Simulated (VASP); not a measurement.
Input of a VASP 6.6.1 run:

Contents of INCAR:

```
PREC     = Accurate       # precision mode
ENCUT    = 500            # plane-wave cutoff, eV
EDIFF    = 1E-6           # SCF threshold, eV
ISMEAR   = 1              # smearing method
SIGMA    = 0.05           # smearing width, eV
LREAL    = False          # projectors in reciprocal space
LASPH    = True           # aspherical terms in the spheres
NELM     = 120            # most SCF steps
ALGO     = Normal         # electronic algorithm
ISIF     = 2              # what is computed and relaxed
LWAVE    = False          # write WAVECAR
LCHARG   = False          # write CHGCAR
GGA      = PE             # functional
NBANDS   = 12             # bands
GGA_COMPAT= False
```

File KPOINTS:

```
regular mesh
0
Gamma
  21 21 21
```

POSCAR

```
Zn
1.0
   -1.5655776665      1.5655776665      1.5655776665
    1.5655776665     -1.5655776665      1.5655776665
    1.5655776665      1.5655776665     -1.5655776665
Zn
1
Direct
    0.0000000000      0.0000000000      0.0000000000
```

Potentials or basis: VASP PAW PBE potentials, release 64 (Zn).

Launch:

```bash
$ cat potpaw_PBE.64/Zn/POTCAR > POTCAR
$ mpirun -np 1 vasp_std > vasp.out
```

(1) Predict the pressure.

(2) What does it give for the band gap on the k mesh?

## Answers

(1) 0.4 GPa.

(2) zero (bands 6 and 7 overlap by 4.72 eV).
